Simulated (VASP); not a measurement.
# F (Fm-3m) in VASP: a series of runs

F is run at these levels: LDA; tasks: single point, relaxation of cell and atoms.

Everything below comes from runs of VASP 6.6.1. Logs are shortened: lines on timing, memory, paths and dates and some standing lists are left out, and cuts for length are marked.

### Step 1. The cell of the first run

Symmetry: Fm-3m, No. 225, cubic system. Conventional cell: a = 3.172 Å, b = 3.172 Å, c = 3.172 Å, α = 90.00°, β = 90.00°, γ = 90.00°. F (site symmetry m-3m) has 12 F at 2.24 Å within 3.0 Å.

### Step 2. Single point, LDA (7.98 Å³/atom)

INCAR

```
PREC = Accurate
ENCUT = 520
EDIFF = 1E-6
ISMEAR = -1
SIGMA = 0.05
LREAL = F
LASPH = T
NELM = 80
ALGO = Normal
ISIF = 2
LWAVE = F
LCHARG = F
GGA = CA
NBANDS = 10
```

KPOINTS

```
Automatic mesh
0
Gamma
  17 17 17
```

POSCAR

```
F
1.0
    0.0000000000      1.5859863866      1.5859863866
    1.5859863866      0.0000000000      1.5859863866
    1.5859863866      1.5859863866      0.0000000000
F
1
Direct
    0.0000000000      0.0000000000      0.0000000000
```

Potentials or basis: VASP PAW LDA potentials, release 64 (F).

Started as:

```sh
cat potpaw_LDA.64/F/POTCAR > POTCAR
mpirun -np 1 vasp_std > vasp.out
```

OUTCAR:

```text
PREC = Accurate
   ENCUT = 520
   EDIFF = 1E-6
   ISMEAR = -1
   LREAL = F
   LASPH = T
   NELM = 80
   ISIF = 2
   GGA = CA

 ion  position               nearest neighbor table
   1  0.000  0.000  0.000-

  LATTYP: Found a face centered cubic cell.
 ALAT       =     3.1719727732

  Lattice vectors:

 A1 = (   0.0000000000,   1.5859863866,   1.5859863866)
 A2 = (   1.5859863866,   0.0000000000,   1.5859863866)
 A3 = (   1.5859863866,   1.5859863866,   0.0000000000)

Analysis of symmetry for initial positions (statically):
=====================================================================
 Subroutine PRICEL returns:
 Original cell was already a primitive cell.

 Routine SETGRP: Setting up the symmetry group for a
 face centered cubic supercell.

 Subroutine GETGRP returns: Found 48 space group operations
 (whereof 48 operations were pure point group operations)
 out of a pool of 48 trial point group operations.

The static configuration has the point symmetry O_h .

Analysis of symmetry for dynamics (positions and initial velocities):
=====================================================================
 Subroutine PRICEL returns:
 Original cell was already a primitive cell.

 Routine SETGRP: Setting up the symmetry group for a
 face centered cubic supercell.

 Subroutine GETGRP returns: Found 48 space group operations
 (whereof 48 operations were pure point group operations)
 out of a pool of 48 trial point group operations.

The dynamic configuration has the point symmetry O_h .

 Subroutine INISYM returns: Found 48 space group operations
 (whereof 48 operations are pure point group operations),
 and found     1 'primitive' translations

----------------------------------------------------------------------------------------

                                     Primitive cell

  volume of cell :       7.9786

  direct lattice vectors                    reciprocal lattice vectors
     0.000000000  1.585986387  1.585986387    -0.315261218  0.315261218  0.315261218
     1.585986387  0.000000000  1.585986387     0.315261218 -0.315261218  0.315261218
     1.585986387  1.585986387  0.000000000     0.315261218  0.315261218 -0.315261218

  length of vectors
     2.242923458  2.242923458  2.242923458     0.546048447  0.546048447  0.546048447

  position of ions in fractional coordinates (direct lattice)
     0.000000000  0.000000000  0.000000000

  ion indices of the primitive-cell ions
   primitive index   ion index
                 1           1

----------------------------------------------------------------------------------------

 KPOINTS: Automatic mesh

Automatic generation of k-mesh.
 Grid dimensions read from file:
 generate k-points for:   17   17   17

 Generating k-lattice:

  Cartesian coordinates                     Fractional coordinates (reciprocal lattice)
    -0.018544778  0.018544778  0.018544778     0.058823529  0.000000000  0.000000000
     0.018544778 -0.018544778  0.018544778     0.000000000  0.058823529  0.000000000
     0.018544778  0.018544778 -0.018544778     0.000000000  0.000000000  0.058823529

  Length of vectors
     0.032120497  0.032120497  0.032120497

  Shift w.r.t. Gamma in fractional coordinates (k-lattice)
     0.000000000  0.000000000  0.000000000

 Subroutine IBZKPT returns following result:
 ===========================================

 Found    165 irreducible k-points:

 Following reciprocal coordinates:
            Coordinates               Weight
  0.000000  0.000000  0.000000      1.000000
  0.058824  0.000000  0.000000      8.000000
  0.117647  0.000000  0.000000      8.000000
  0.176471  0.000000  0.000000      8.000000
  0.235294  0.000000  0.000000      8.000000
  0.294118  0.000000  0.000000      8.000000
[... 16 lines left out ...]
 -0.176471  0.058824  0.000000     24.000000
 -0.117647  0.058824  0.000000     24.000000
 [... further k-points ...]
   k-points           NKPTS =    165   k-points in BZ     NKDIM =    165   number of bands    NBANDS=     10
   number of dos      NEDOS =    301   number of ions     NIONS =      1
   total plane-waves  NPLWV =   5832
   dimension x,y,z NGX =    18 NGY =   18 NGZ =   18
   dimension x,y,z NGXF=    36 NGYF=   36 NGZF=   36
   ions per type =               1
   NGX,Y,Z   is equivalent  to a cutoff of  13.34, 13.34, 13.34 a.u.
   NGXF,Y,Z  is equivalent  to a cutoff of  26.68, 26.68, 26.68 a.u.
 SYSTEM =  unknown system
   PREC   = accura    normal or accurate (medium, high low for compatibility)
   ISTART =      0    job   : 0-new  1-cont  2-samecut
   ICHARG =      2    charge: 1-file 2-atom 10-const
   ISPIN  =      1    spin polarized calculation?
   LNONCOLLINEAR =      F non collinear calculations
   LSORBIT =      F    spin-orbit coupling
   LASPH  =      T    aspherical Exc in radial PAW
   ENCUT  =  520.0 eV  38.22 Ry    6.18 a.u.   4.17  4.17  4.17*2*pi/ulx,y,z
   NELM   =     80;   NELMIN=  2; NELMDL= -5     # of ELM steps
   EDIFF  = 0.1E-05   stopping-criterion for ELM
   LREAL  =      F    real-space projection
   EDIFFG = 0.1E-04   stopping-criterion for IOM
   NSW    =      0    number of steps for IOM
   IBRION =     -1    ionic relax: 0-MD 1-quasi-New 2-CG
   NFREE  =      0    steps in history (QN), initial steepest desc. (CG)
   ISIF   =      2    stress and relaxation
   ISYM   =      2    0-nonsym 1-usesym 2-fastsym
   POTIM  = 0.5000    time-step for ionic-motion
   TEBEG  =    0.0;   TEEND  =   0.0 temperature during run
   PSTRESS=    0.0 pullay stress
   NELECT =       7.0000    total number of electrons
   NUPDOWN=      -1.0000    fix difference up-down
   EMIN   =  10.00;   EMAX   =-10.00  energy-range for DOS
   EFERMI =   0.00;   METHOD = LEGACY
   ISMEAR =    -1;   SIGMA  =   0.05  broadening in eV -4-tet -1-fermi 0-gaus
   EFERMI_NEDOS =   21; number of points for ismear=-14 and -15
   IALGO  =     38    algorithm
   IMIX   =      4    mixing-type and parameters
     AMIX     =   0.40;   BMIX     =  1.00
     AMIX_MAG =   1.60;   BMIX_MAG =  1.00
  volume/ion in A,a.u.               =       7.98        53.84
  Fermi-wavevector in a.u.,A,eV,Ry     =   1.567225  2.961626 33.418557  2.456195
  Thomas-Fermi vector in A             =   2.669436
   LORBIT       =      0    0 simple, 1 ext, 2 COOP (PROOUT), +10 PAW based schemes
   GGA     = CA    functional components
   LHFCALC =     F    Hartree Fock is set to
   AEXX    =    0.0000 exact exchange contribution
   IVDW    =     0    specifies the selected vdW correction
   LEPSILON=     F    determine dielectric tensor
   LRPA    =     F    only Hartree local field effects (RPA)
 non-spin polarized calculation
  energy-cutoff  :      520.00
  volume of cell :        7.98
 maximum number of plane-waves:       225
 NGX is ok and might be reduce to    18
   NGX =  9   NGY =  9   NGZ =  9

 number of electron       7.0000007 magnetization

 Free energy of the ion-electron system (eV)
  ---------------------------------------------------
  ext. energy  EPLUGINS =         0.00000000
  ---------------------------------------------------
  free energy    TOTEN  =        -1.28978441 eV

  energy without entropy =       -1.27421463  energy(sigma->0) =       -1.28199952

 E-fermi :  -1.4339     XC(G=0): -12.4699

 val. band max:       -1.4356426043   @ k =   0.4706   0.1176   0.0000
 cond. band min:      -1.4305519166   @ k =  -0.2941   0.2353   0.0588
 fundamental gap:      0.0050906877
 Fermi energy:        -1.4338876245

 k-point     1 :       0.0000    0.0000    0.0000
  band No.  band energies     occupation
      1     -24.5060      2.00000
      2      -0.6418      0.00000
      3      -0.6418      0.00000
      4      -0.6418      0.00000
      5      14.4248      0.00000
      6      36.3092      0.00000
      7      36.3092      0.00000
      8      36.3092      0.00000
      9      40.6594      0.00000
     10      48.4346      0.00000

 k-point     2 :       0.0588    0.0000    0.0000
  band No.  band energies     occupation
      1     -24.4316      2.00000
      2      -0.8823      0.00003
      3      -0.6632      0.00000
      4      -0.6632      0.00000
      5      14.6401      0.00000
      6      34.7639      0.00000
      7      36.3996      0.00000
      8      36.3996      0.00000
      9      42.2322      0.00000
     10      46.1064      0.00000

 k-point     3 :       0.1176    0.0000    0.0000
  band No.  band energies     occupation
      1     -24.2096      2.00000
      2      -1.5515      1.82638
      3      -0.7234      0.00000
      4      -0.7234      0.00000
      5      15.2389      0.00000
      6      32.3049      0.00000
      7      36.5824      0.00000
      8      36.5824      0.00000
      9      43.4639      0.00000
     10      44.3215      0.00000

 k-point     4 :       0.1765    0.0000    0.0000
  band No.  band energies     occupation
      1     -23.8556      2.00000
      2      -2.5273      2.00000
      3      -0.8131      0.00001
      4      -0.8131      0.00001
      5      16.1038      0.00000
      6      29.9784      0.00000
      7      36.5806      0.00000
      8      36.5806      0.00000
      9      42.3436      0.00000
     10      43.4285      0.00000
[... 222 lines left out ...]
 k-point    22 :      -0.2353    0.0588    0.0000
  band No.  band energies     occupation
      1     -23.1733      2.00000
      2      -4.0628      2.00000
      3      -1.1996      0.01828
      4      -0.8803      0.00003
      5      17.5748      0.00000
      6      27.3154      0.00000
      7      34.3172      0.00000
      8      36.3639      0.00000
      9      42.1481      0.00000
     10      42.2142      0.00000

 k-point    23 :      -0.1765    0.0588    0.0000
  band No.  band energies     occupation
      1     -23.6519      2.00000
      2      -2.9390      2.00000
      3      -1.0679      0.00132
      4      -0.7765      0.00000
      5      16.5688      0.00000
      6      29.1744      0.00000
      7      35.0866      0.00000
      8      37.1091      0.00000
      9      41.3329      0.00000
     10      42.8522      0.00000

 k-point    24 :      -0.1176    0.0588    0.0000
  band No.  band energies     occupation
      1     -24.0411      2.00000
      2      -1.9402      1.99992
      3      -0.9275      0.00008
      4      -0.6987      0.00000
      5      15.6642      0.00000
      6      31.2417      0.00000
      7      35.7112      0.00000
      8      37.1201      0.00000
      9      41.9678      0.00000
     10      43.5466      0.00000

 [... further k-points ...]

------------------------ aborting loop because EDIFF is reached ----------------------------------------

  FORCE on cell =-STRESS in cart. coord.  units (eV):
  Direction    XX          YY          ZZ          XY          YZ          ZX
  --------------------------------------------------------------------------------------
  -------------------------------------------------------------------------------------
  Total        0.2597785      0.2597785      0.2597785      0.0000000      0.0000000      0.0000000
  in kB       52.1657456     52.1657456     52.1657456      0.0000000      0.0000000      0.0000000
  external PRESSURE =      52.1657456 kB  Pullay stress =       0.0000000 kB

 VOLUME and BASIS-vectors are now :
 -----------------------------------------------------------------------------
  energy-cutoff  :      520.00
  volume of cell :        7.98
      direct lattice vectors                 reciprocal lattice vectors
     0.000000000  1.585986387  1.585986387    -0.315261218  0.315261218  0.315261218
     1.585986387  0.000000000  1.585986387     0.315261218 -0.315261218  0.315261218
     1.585986387  1.585986387  0.000000000     0.315261218  0.315261218 -0.315261218

 POSITION                                       TOTAL-FORCE (eV/Angst)
 -----------------------------------------------------------------------------------
      0.00000      0.00000      0.00000         0.000000      0.000000     -0.000000
 -----------------------------------------------------------------------------------
    total drift:                                0.000000     -0.000000      0.000000

  FREE ENERGIE OF THE ION-ELECTRON SYSTEM (eV)
  ---------------------------------------------------
  free  energy   TOTEN  =        -1.2897844131 eV

  energy  without entropy=       -1.2742146308  energy(sigma->0) =       -1.28199952
```

It took 17 s on 1 thread of Intel Xeon 8259CL, shared host; peak memory 0.11 GiB.

Results:

* Free energy: -1.2898 eV
* Pressure: 5.2 GPa
* Band gap on the k mesh: zero (an odd number of electrons rules out a gap without spin polarisation)

Levels at points of the mesh, in eV from the Fermi level:
```
           k point  band 1  band 2  band 3  band 4  band 5  band 6  band 7  band 8
(0.00, 0.00, 0.00)  -23.07    0.79    0.79    0.79   15.86   37.74   37.74   37.74
```

Caveat: the cell stands under pressure; an odd number of electrons without spin polarisation forces a metal; a magnetic or distorted state may lie lower.

(Continued in part 2 of 2.)
